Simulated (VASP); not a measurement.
# Ti (P6/mmm) in VASP: single point with PBEsol

Aim: the single point of Ti with PBEsol.

Everything below comes from runs of VASP 6.6.1. Logs are shortened: lines on timing, memory, paths and dates and some standing lists are left out, and cuts for length are marked.

**1. The cell of the first run**

It takes space group P6/mmm (No. 191, hexagonal). The conventional cell has a = 4.515 Å, b = 4.515 Å, c = 2.799 Å, α = 90.00°, β = 90.00°, γ = 120.00°. Ti (site symmetry 6/mmm) has 14 Ti at 2.80 to 2.96 Å within 3.7 Å. Within 3.4 Å of Ti (site symmetry -6m2) lie 11 Ti at 2.61 to 2.96 Å.

This isn't the form of Ti at room conditions, which is hcp.

**2. Single point, PBEsol**

File INCAR:

```
SYSTEM = Ti
ALGO = All
EDIFF = 1E-6
ENCUT = 550
GGA = PS
GGA_COMPAT = .False.
ISEARCH = 1
ISIF = 2
ISMEAR = 0
KPAR = 4
LASPH = .True.
LCHARG = .False.
LREAL = .False.
LWAVE = .False.
NBANDS = 25
NELM = 300
PREC = Accurate
SIGMA = 0.1
```

File KPOINTS:

```
k-points
0
Gamma
  12 12 16
  0 0 0
```

File POSCAR:

```
Ti
1.0
    4.5150869819      0.0000000000      0.0000000000
   -2.2575434910      3.9101800266      0.0000000000
    0.0000000000      0.0000000000      2.7987722745
Ti
3
Direct
    0.0000000000      0.0000000000      0.0000000000
    0.3333333333      0.6666666667      0.5000000000
    0.6666666667      0.3333333333      0.5000000000
```

Potentials or basis: VASP PAW PBE potentials, release 64 (Ti_sv).

The run is started by

```console
$ cat potpaw_PBE.64/Ti_sv/POTCAR > POTCAR
$ mpirun -np 4 vasp_std > vasp.out
```

OUTCAR:

```text
SYSTEM = Ti
   EDIFF = 1E-6
   ENCUT = 550
   GGA = PS
   ISIF = 2
   ISMEAR = 0
   LASPH = .True.
   LREAL = .False.
   NELM = 300
   PREC = Accurate

 ion  position               nearest neighbor table
   1  0.000  0.000  0.000-
   2  0.333  0.667  0.500-   3 2.61   3 2.61   3 2.61
   3  0.667  0.333  0.500-   2 2.61   2 2.61   2 2.61

  LATTYP: Found a hexagonal cell.
 ALAT       =     4.5150869819
 C/A-ratio  =     0.6198711754

  Lattice vectors:

 A1 = (   4.5150869819,   0.0000000000,   0.0000000000)
 A2 = (  -2.2575434910,   3.9101800266,   0.0000000000)
 A3 = (   0.0000000000,   0.0000000000,   2.7987722745)

Analysis of symmetry for initial positions (statically):
=====================================================================
 Subroutine PRICEL returns:
 Original cell was already a primitive cell.

 Routine SETGRP: Setting up the symmetry group for a
 hexagonal supercell.

 Subroutine GETGRP returns: Found 24 space group operations
 (whereof 24 operations were pure point group operations)
 out of a pool of 24 trial point group operations.

The static configuration has the point symmetry D_6h.

Analysis of symmetry for dynamics (positions and initial velocities):
=====================================================================
 Subroutine PRICEL returns:
 Original cell was already a primitive cell.

 Routine SETGRP: Setting up the symmetry group for a
 hexagonal supercell.

 Subroutine GETGRP returns: Found 24 space group operations
 (whereof 24 operations were pure point group operations)
 out of a pool of 24 trial point group operations.

The dynamic configuration has the point symmetry D_6h.

 Subroutine INISYM returns: Found 24 space group operations
 (whereof 24 operations are pure point group operations),
 and found     1 'primitive' translations

----------------------------------------------------------------------------------------

                                     Primitive cell

  volume of cell :      49.4118

  direct lattice vectors                    reciprocal lattice vectors
[... 81 lines left out ...]
   ISTART =      0    job   : 0-new  1-cont  2-samecut
   ICHARG =      2    charge: 1-file 2-atom 10-const
   ISPIN  =      1    spin polarized calculation?
   LNONCOLLINEAR =      F non collinear calculations
   LSORBIT =      F    spin-orbit coupling
   LASPH  =      T    aspherical Exc in radial PAW
   ENCUT  =  550.0 eV  40.42 Ry    6.36 a.u.   8.63  8.63  5.35*2*pi/ulx,y,z
   NELM   =    300;   NELMIN=  2; NELMDL= -5     # of ELM steps
   EDIFF  = 0.1E-05   stopping-criterion for ELM
   LREAL  =      F    real-space projection
   EDIFFG = 0.1E-04   stopping-criterion for IOM
   NSW    =      0    number of steps for IOM
   IBRION =     -1    ionic relax: 0-MD 1-quasi-New 2-CG
   NFREE  =      0    steps in history (QN), initial steepest desc. (CG)
   ISIF   =      2    stress and relaxation
   ISYM   =      2    0-nonsym 1-usesym 2-fastsym
   POTIM  = 0.5000    time-step for ionic-motion
   TEBEG  =    0.0;   TEEND  =   0.0 temperature during run
   PSTRESS=    0.0 pullay stress
   NELECT =      36.0000    total number of electrons
   NUPDOWN=      -1.0000    fix difference up-down
   EMIN   =  10.00;   EMAX   =-10.00  energy-range for DOS
   EFERMI =   0.00;   METHOD = LEGACY
   ISMEAR =     0;   SIGMA  =   0.10  broadening in eV -4-tet -1-fermi 0-gaus
   EFERMI_NEDOS =   21; number of points for ismear=-14 and -15
   IALGO  =     58    algorithm
   IMIX   =      4    mixing-type and parameters
     AMIX     =   0.40;   BMIX     =  1.00
     AMIX_MAG =   1.60;   BMIX_MAG =  1.00
  volume/ion in A,a.u.               =      16.47       111.15
  Fermi-wavevector in a.u.,A,eV,Ry     =   1.473100  2.783755 29.524958  2.170023
  Thomas-Fermi vector in A             =   2.588034
   LORBIT       =      0    0 simple, 1 ext, 2 COOP (PROOUT), +10 PAW based schemes
   GGA     = PS    functional components
   LHFCALC =     F    Hartree Fock is set to
   AEXX    =    0.0000 exact exchange contribution
   IVDW    =     0    specifies the selected vdW correction
   LEPSILON=     F    determine dielectric tensor
   LRPA    =     F    only Hartree local field effects (RPA)
 non-spin polarized calculation
 Gauss-broadening in eV      SIGMA  =   0.10
  energy-cutoff  :      550.00
  volume of cell :       49.41
 maximum number of plane-waves:      1464
 NGX is ok and might be reduce to    36
   NGX = 17   NGY = 17   NGZ = 11

 number of electron      36.0000008 magnetization

 Free energy of the ion-electron system (eV)
  ---------------------------------------------------
  ext. energy  EPLUGINS =         0.00000000
  ---------------------------------------------------
  free energy    TOTEN  =       -25.06512524 eV

  energy without entropy =      -25.05111404  energy(sigma->0) =      -25.05811964

 E-fermi :   8.6650     XC(G=0): -11.8911

 val. band max:        8.6626439186   @ k =   0.3333   0.2500   0.2500
 cond. band min:       8.6724652343   @ k =   0.4167   0.1667   0.2500
 fundamental gap:      0.0098213157
 Fermi energy:         8.6650039828

 k-point     1 :       0.0000    0.0000    0.0000
  band No.  band energies     occupation
      1     -47.9214      2.00000
      2     -47.6568      2.00000
      3     -47.4674      2.00000
      4     -24.3516      2.00000
      5     -24.3516      2.00000
      6     -24.2625      2.00000
[... 661 lines left out ...]
     24      10.8330      0.00000
     25      11.4532      0.00000

 [... further k-points ...]

------------------------ aborting loop because EDIFF is reached ----------------------------------------

  FORCE on cell =-STRESS in cart. coord.  units (eV):
  Direction    XX          YY          ZZ          XY          YZ          ZX
  --------------------------------------------------------------------------------------
  -------------------------------------------------------------------------------------
  Total       -0.0884959     -0.0884959     -0.0632948      0.0000000      0.0000000     -0.0000000
  in kB       -2.8694806     -2.8694806     -2.0523346      0.0000000      0.0000000     -0.0000000
  external PRESSURE =      -2.5970986 kB  Pullay stress =       0.0000000 kB

 VOLUME and BASIS-vectors are now :
 -----------------------------------------------------------------------------
  energy-cutoff  :      550.00
  volume of cell :       49.41
      direct lattice vectors                 reciprocal lattice vectors
     4.515086982  0.000000000  0.000000000     0.221479676  0.127871350  0.000000000
    -2.257543491  3.910180027  0.000000000     0.000000000  0.255742701  0.000000000
     0.000000000  0.000000000  2.798772275     0.000000000  0.000000000  0.357299523

 POSITION                                       TOTAL-FORCE (eV/Angst)
 -----------------------------------------------------------------------------------
      0.00000      0.00000      0.00000        -0.000000      0.000000     -0.000000
     -0.00000      2.60679      1.39939         0.000000      0.000000      0.000000
      2.25754      1.30339      1.39939        -0.000000     -0.000000     -0.000000
 -----------------------------------------------------------------------------------
    total drift:                                0.000000      0.000000     -0.000000

  FREE ENERGIE OF THE ION-ELECTRON SYSTEM (eV)
  ---------------------------------------------------
  free  energy   TOTEN  =       -25.0651252426 eV

  energy  without entropy=      -25.0511163690  energy(sigma->0) =      -25.05812081
```

stdout:

```text
POSCAR found type information on POSCAR Ti
 POSCAR found :  1 types and       3 ions
 scaLAPACK will be used
 -----------------------------------------------------------------------------
|                                                                             |
[... 58 lines left out ...]
 gam= 0.505 trial= 0.431  step=  0.7933 mean=  0.4313
 gam= 1.562 g(H,U,f)=  0.336E-05 0.190E-05 0.142E-06 ort(H,U,f) = 0.351E-07-0.491E-06-0.344E-07
 gam= 1.562 trial= 0.467  step=  0.2907 mean=  0.4675
 gam= 0.517 g(H,U,f)=  0.229E-05 0.451E-06 0.428E-07 ort(H,U,f) = 0.465E-06-0.584E-06-0.475E-07
 gam= 0.517 trial= 0.450  step=  0.6843 mean=  0.4498
 final diagonalization occupied
```

Wall time 46 s (4 MPI ranks of Intel Xeon 6975P-C (Granite Rapids), shared host); peak memory 0.48 GiB.

Results:

```
Free energy            : -25.0651 eV
Pressure               : -0.3 GPa
Band gap on the k mesh : zero (bands 18 and 19 overlap by 0.37 eV)
```

Caveat: the PAW data sets were made with another functional, which shifts forces and pressure a little.
